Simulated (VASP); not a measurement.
A run of VASP 6.6.1:

The input INCAR:

```
  PREC = Accurate
  ENCUT = 520
  EDIFF = 1E-6
  ISMEAR = -1
  SIGMA = 0.05
  LREAL = False
  LASPH = True
  NELM = 100
  ALGO = Normal
  ISIF = 2
  LWAVE = False
  LCHARG = False
  GGA = PS
  NBANDS = 16
```

File KPOINTS:

```
regular mesh
0
Gamma
  8 8 8
```

Contents of POSCAR:

```
CuO
1.0
    0.0000000000      2.2247553221      2.2247553221
    2.2247553221      0.0000000000      2.2247553221
    2.2247553221      2.2247553221      0.0000000000
Cu O
1 1
Direct
    0.0000000000      0.0000000000      0.0000000000
    0.2500000000      0.2500000000      0.2500000000
```

Potentials or basis: VASP PAW PBE potentials, release 64 (Cu, O).

The run is started by

```console
$ cat potpaw_PBE.64/Cu/POTCAR potpaw_PBE.64/O/POTCAR > POTCAR
$ mpirun -np 1 vasp_std > vasp.out
```

Hardware: 1 thread of Intel(R) Xeon(R) Platinum 8488C (Sapphire Rapids) (shared host).

Problem. Estimate the wall time of this run.

Solution. Wall time 6.4 s on 1 thread of Intel(R) Xeon(R) Platinum 8488C (Sapphire Rapids) (shared host), peak memory 0.13 GiB. Counts: scf iterations 14, k points 29.
